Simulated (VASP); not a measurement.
Write the native input for VASP 6.6.1 that does the following.

| Item | Value |
| --- | --- |
| Task | single point |
| Functional | PBE |
| Potentials or basis | VASP PAW PBE potentials, release 64 (Ru_pv, Ir) |
| Cutoff | 520 eV |
| k mesh | 8 × 6 × 2 |
| Occupations | gaussian, width 0.2 eV |
| Spin | no spin polarisation |
| Dipole correction | no |
| Further INCAR settings | ALGO = Fast; EDIFF = 1e-06; NBANDS = 76 |

The structure of Ir2Ru lies in POSCAR:

```
Ir2Ru
1.0
    1.3708838651     -2.3744405056      0.0000000000
   -4.1126515952     -2.3744405056      0.0000000000
    0.0000000000      0.0000000000    -13.1582883808
Ru Ir
4 8
Direct
    0.5000000000      0.8333333333      0.7500000000
    0.0000000000      0.3333333333      0.7500000000
    0.0000000000      0.6666666667      0.2500000000
    0.5000000000      0.1666666667      0.2500000000
    0.5000000000      0.8333333333      0.0858944930
    0.0000000000      0.3333333333      0.0858944930
    0.5000000000      0.8333333333      0.4141055070
    0.0000000000      0.3333333333      0.4141055070
    0.0000000000      0.6666666667      0.9141055070
    0.5000000000      0.1666666667      0.9141055070
    0.0000000000      0.6666666667      0.5858944930
    0.5000000000      0.1666666667      0.5858944930
```

One way to write it, as run:

INCAR

```
SYSTEM = Ir2Ru
PREC = Accurate
ENCUT = 520
EDIFF = 1E-6
ISMEAR = 0
SIGMA = 0.2
LREAL = .False.
LASPH = .True.
NELM = 80
ALGO = Fast
ISIF = 2
LWAVE = .False.
LCHARG = .False.
GGA = PE
NBANDS = 76
```

KPOINTS

```
regular mesh
0
Gamma
  8 6 2
  0 0 0
```

Potentials or basis: VASP PAW PBE potentials, release 64 (Ru_pv, Ir).

The run is started by

```bash
$ cat potpaw_PBE.64/Ru_pv/POTCAR potpaw_PBE.64/Ir/POTCAR > POTCAR
$ mpirun -np 1 vasp_std > vasp.out
```

Results of the run:

- Pressure: 0.7 GPa
- Largest force: 0.049 eV/Å
- Band gap on the k mesh: zero (bands 64 and 65 overlap by 2.14 eV)

Caveat: spin-orbit coupling is left out, which moves the levels of the heavy elements.

Run time: 13 min on 1 thread of AMD EPYC 9R45 96-Core Processor (Zen 5), on a shared host, peak memory 0.48 GiB.
